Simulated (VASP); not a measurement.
Here is a VASP 6.6.1 calculation.

INCAR

```
ALGO = Normal
EDIFF = 1E-7
ENCUT = 520
GGA = PE
ISIF = 2
ISMEAR = -1
LASPH = T
LCHARG = F
LREAL = F
LWAVE = F
NBANDS = 10
NELM = 60
PREC = Accurate
SIGMA = 0.05
```

KPOINTS

```
k-points
0
Gamma
  18 18 18
```

Contents of POSCAR:

```
B
1.0
    0.0000000000      1.7546082582      1.7546082582
    1.7546082582      0.0000000000      1.7546082582
    1.7546082582      1.7546082582      0.0000000000
B
2
Direct
   -0.1250000000     -0.1250000000     -0.1250000000
    0.1250000000      0.1250000000      0.1250000000
```

Potentials or basis: VASP PAW PBE potentials, release 64 (B).

Launch:

```bash
$ cat potpaw_PBE.64/B/POTCAR > POTCAR
$ mpirun -np 1 vasp_std > vasp.out
```

Question: What does it give for the band gap on the k mesh?

Answer: Zero (band 3 reaches 13.38 eV, above the bottom of band 4 at 2.81 eV).

Question: Predict the pressure.

Answer: 160.7 GPa.
